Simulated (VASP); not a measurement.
# SiC (F-43m) in VASP: a series of runs, part 2 of 4

VASP 6.6.1. The steps go on from the part before.

**3. Vibrations by perturbation theory, PBE (phonons at volume x 1.02)**

File INCAR:

```
SYSTEM = SiC
ALGO = Normal
EDIFF = 1E-8
ENCUT = 520
GGA = PE
IBRION = 8
ISIF = 2
ISMEAR = 0
LASPH = .True.
LCHARG = .False.
LEPSILON = .True.
LREAL = .False.
LWAVE = .False.
NBANDS = 11
NELM = 80
NSW = 1
PREC = Accurate
SIGMA = 0.01
```

File KPOINTS:

```
k-points
0
Gamma
  12 12 12
  0 0 0
```

File POSCAR:

```
SiC
1.0
    0.0000000000      2.2043669328      2.2043669328
    2.2043669328      0.0000000000      2.2043669328
    2.2043669328      2.2043669328      0.0000000000
Si C
1 1
Direct
    0.0000000000      0.0000000000      0.0000000000
    0.7500000000      0.7500000000      0.7500000000
```

Potentials or basis: VASP PAW PBE potentials, release 64 (Si, C).

Run with:

```bash
$ cat potpaw_PBE.64/Si/POTCAR potpaw_PBE.64/C/POTCAR > POTCAR
$ mpirun -np 1 vasp_std > vasp.out
```

OUTCAR:

```text
SYSTEM = SiC
   EDIFF = 1E-8
   ENCUT = 520
   GGA = PE
   IBRION = 8
   ISIF = 2
   ISMEAR = 0
   LASPH = .True.
   LEPSILON = .True.
   LREAL = .False.
   NELM = 80
   NSW = 1
   PREC = Accurate

 ion  position               nearest neighbor table
   1  0.000  0.000  0.000-   2 1.91   2 1.91   2 1.91   2 1.91
   2  0.750  0.750  0.750-   1 1.91   1 1.91   1 1.91   1 1.91

  LATTYP: Found a face centered cubic cell.
 ALAT       =     4.4087338656

  Lattice vectors:

 A1 = (   0.0000000000,   2.2043669328,   2.2043669328)
 A2 = (   2.2043669328,   0.0000000000,   2.2043669328)
 A3 = (   2.2043669328,   2.2043669328,   0.0000000000)

Analysis of symmetry for initial positions (statically):
=====================================================================
 Subroutine PRICEL returns:
 Original cell was already a primitive cell.

 Routine SETGRP: Setting up the symmetry group for a
 face centered cubic supercell.

 Subroutine GETGRP returns: Found 24 space group operations
 (whereof 24 operations were pure point group operations)
 out of a pool of 48 trial point group operations.

The static configuration has the point symmetry T_d .

Analysis of symmetry for dynamics (positions and initial velocities):
=====================================================================
 Subroutine PRICEL returns:
 Original cell was already a primitive cell.

 Routine SETGRP: Setting up the symmetry group for a
 face centered cubic supercell.

 Subroutine GETGRP returns: Found 24 space group operations
 (whereof 24 operations were pure point group operations)
 out of a pool of 48 trial point group operations.

The dynamic configuration has the point symmetry T_d .

 Subroutine INISYM returns: Found 24 space group operations
 (whereof 24 operations are pure point group operations),
 and found     1 'primitive' translations

----------------------------------------------------------------------------------------

                                     Primitive cell

  volume of cell :      21.4231

  direct lattice vectors                    reciprocal lattice vectors
     0.000000000  2.204366933  2.204366933    -0.226822492  0.226822492  0.226822492
     2.204366933  0.000000000  2.204366933     0.226822492 -0.226822492  0.226822492
     2.204366933  2.204366933  0.000000000     0.226822492  0.226822492 -0.226822492

  length of vectors
     3.117445613  3.117445613  3.117445613     0.392868080  0.392868080  0.392868080

  position of ions in fractional coordinates (direct lattice)
     0.000000000  0.000000000  0.000000000
     0.750000000  0.750000000  0.750000000

[... 524 lines left out ...]
 -----------------------------------------------------------------------------
    -0.00050  0.97809  0.00000
     0.97809 -0.00050  0.00000
     0.00000  0.00000  0.00063

--------------------------------------- Ionic step        4  -------------------------------------------

------------------------ aborting loop because EDIFF is reached ----------------------------------------

[... ionic steps 5 to 6 ...]

--------------------------------------- Ionic step        7  -------------------------------------------

 Free energy of the ion-electron system (eV)
  ---------------------------------------------------
  ---------------------------------------------------
  free energy    TOTEN  =        -0.12387964 eV

  energy without entropy =       -0.12387964

------------------------ aborting loop because EDIFF is reached ----------------------------------------

 INTERNAL STRAIN TENSOR  FOR ION    2  DIRECTION 1   (eV/Angst):
 -----------------------------------------------------------------------------
    -0.00234  0.00000  0.00000
     0.00000  0.00072  6.49845
     0.00000  6.49845  0.00072

 MACROSCOPIC STATIC DIELECTRIC TENSOR (including local field effects in DFT)
 ------------------------------------------------------
           7.070536     0.000000     0.000000
           0.000000     7.070536     0.000000
           0.000000     0.000000     7.070536
 ------------------------------------------------------

 PIEZOELECTRIC TENSOR (including local field effects)  for field in x, y, z        (e  Angst)
          XX          YY          ZZ          XY          YZ          ZX
  --------------------------------------------------------------------------------
  x     0.00000     0.00000    -0.00000     0.00000     1.30596     0.00000
  y    -0.00000    -0.00000     0.00000     0.00000     0.00000     1.30596
  z     0.00000    -0.00000     0.00000     1.30596     0.00000     0.00000

 PIEZOELECTRIC TENSOR (including local field effects)  for field in x, y, z        (C/m^2)
          XX          YY          ZZ          XY          YZ          ZX
  --------------------------------------------------------------------------------
  x     0.00000     0.00000    -0.00000     0.00000     0.97669     0.00000
  y    -0.00000    -0.00000     0.00000     0.00000     0.00000     0.97669
  z     0.00000    -0.00000     0.00000     0.97669     0.00000     0.00000

 BORN EFFECTIVE CHARGES (including local field effects) (in |e|, cummulative output)
 ---------------------------------------------------------------------------------
 ion    1
    1     2.66940     0.00000    -0.00000
    2    -0.00000     2.66940     0.00000
    3     0.00000    -0.00000     2.66940
 ion    2
    1    -2.66940    -0.00000     0.00000
    2     0.00000    -2.66940    -0.00000
    3    -0.00000     0.00000    -2.66940

 INTERNAL STRAIN TENSOR FOR ION    2 for displacements in x,y,z  (eV/Angst):
          X           Y           Z          XY          YZ          ZX
  --------------------------------------------------------------------------------
  x    -0.00000     0.00000     0.00000     0.00000     6.49845     0.00000
  y    -0.00000     0.00000    -0.00000     0.00000     0.00000     6.49845
  z     0.00000     0.00000    -0.00000     6.49845     0.00000     0.00000

 SECOND DERIVATIVES (NOT SYMMETRIZED)
 ------------------------------------
               1X          1Y          1Z          2X          2Y          2Z
  1X   -17.764449    0.000000    0.000000   17.764449    0.000000    0.000000
  1Y     0.000000  -17.764449    0.000000    0.000000   17.764449    0.000000
  1Z     0.000000    0.000000  -17.764449    0.000000    0.000000   17.764449
  2X    17.765986    0.000000    0.000000  -17.765986    0.000000    0.000000
  2Y     0.000000   17.765986    0.000000    0.000000  -17.765986    0.000000
  2Z     0.000000    0.000000   17.765986    0.000000    0.000000  -17.765986

 Eigenvectors and eigenvalues of the dynamical matrix
 ----------------------------------------------------

   1 f  =   22.717654 THz   142.739232 2PiTHz  757.779379 cm-1    93.952627 meV
             X         Y         Z           dx          dy          dz
      0.000000  0.000000  0.000000     0.000000    0.547301    0.000000
      3.306550  3.306550  3.306550     0.000000   -0.836936    0.000000
[... 21 lines left out ...]
   6 f/i=    0.000450 THz     0.002828 2PiTHz    0.015012 cm-1     0.001861 meV
             X         Y         Z           dx          dy          dz
      0.000000  0.000000  0.000000     0.000000    0.000000    0.836936
      3.306550  3.306550  3.306550     0.000000    0.000000    0.547301

--------------------------------------------------------------------------------------------------------

 MACROSCOPIC STATIC DIELECTRIC TENSOR IONIC CONTRIBUTION
 ------------------------------------------------------
           3.387987     0.000000     0.000000
           0.000000     3.387987     0.000000
           0.000000     0.000000     3.387987
 ------------------------------------------------------

 ELASTIC MODULI CONTR FROM IONIC RELAXATION (kBar)
 Direction    XX          YY          ZZ          XY          YZ          ZX
 --------------------------------------------------------------------------------
 XX          -0.0000      0.0000      0.0000     -0.0000      0.0000      0.0000
 YY           0.0000     -0.0000      0.0000     -0.0000     -0.0000     -0.0000
 ZZ           0.0000      0.0000     -0.0000      0.0000     -0.0000      0.0000
 XY          -0.0000     -0.0000      0.0000   -160.2775     -0.0000     -0.0000
 YZ           0.0000     -0.0000     -0.0000     -0.0000   -160.2775     -0.0000
 ZX           0.0000     -0.0000      0.0000     -0.0000     -0.0000   -160.2775
 --------------------------------------------------------------------------------

 PIEZOELECTRIC TENSOR IONIC CONTR  for field in x, y, z        (C/m^2)
          XX          YY          ZZ          XY          YZ          ZX
  --------------------------------------------------------------------------------
  x     0.00000    -0.00000    -0.00000    -0.00000    -0.69339    -0.00000
  y     0.00000    -0.00000     0.00000    -0.00000    -0.00000    -0.69339
  z    -0.00000    -0.00000     0.00000    -0.69339    -0.00000    -0.00000
```

OSZICAR:

```text
N       E                     dE             d eps       ncg     rms          rms(c)
DAV:   1     0.445692874345E+01    0.44569E+01   -0.38903E+03  1656   0.609E+02
DAV:   2    -0.161361425210E+02   -0.20593E+02   -0.19610E+02  2008   0.111E+02
[... 145 lines left out ...]
RMM:   6    -0.123884159798E+00   -0.35506E-05   -0.46122E-07 10427   0.197E-03    0.993E-04
RMM:   7    -0.123878936713E+00    0.52231E-05   -0.19645E-07 10375   0.803E-04    0.700E-05
RMM:   8    -0.123879706176E+00   -0.76946E-06    0.26383E-10 10739   0.107E-04    0.328E-05
RMM:   9    -0.123879642229E+00    0.63947E-07    0.94617E-09 10692   0.518E-05    0.489E-06
RMM:  10    -0.123879623257E+00    0.18972E-07   -0.13200E-09 11033   0.897E-06    0.284E-06
RMM:  11    -0.123879638513E+00   -0.15256E-07   -0.73596E-10  9713   0.853E-06    0.223E-07
RMM:  12    -0.123879637509E+00    0.10040E-08    0.17436E-09  7516   0.452E-06    0.809E-08
 Linear response finished
```

Wall time 3.1 min (1 thread of Intel Xeon 6975P-C, shared host); peak memory 0.27 GiB.

What came out:

* Electronic dielectric tensor (diagonal): 7.07
* Born charges (mean of the diagonal): Si +2.67; C -2.67 e
* Highest phonon frequency at Γ, LO-TO splitting left out: 758 cm⁻¹

Phonon frequencies in cm⁻¹ (negative: imaginary):
| q point | frequencies |
| --- | --- |
| (0.000, 0.000, 0.000) | 0 0 0 758 758 758 |

Electronic dielectric tensor:
```
7.07 0.00 0.00
0.00 7.07 0.00
0.00 0.00 7.07
```

Born effective charge tensors (e):
atom 1, Si
```
2.67 0.00 0.00
0.00 2.67 0.00
0.00 0.00 2.67
```
atom 2, C
```
-2.67  0.00  0.00
 0.00 -2.67  0.00
 0.00  0.00 -2.67
```

Caveat: the cell differs from its parent crystal (phonons at volume x 1.02); the cell wasn't relaxed at this level first, which shifts response properties.

[end of part 2 of 4]
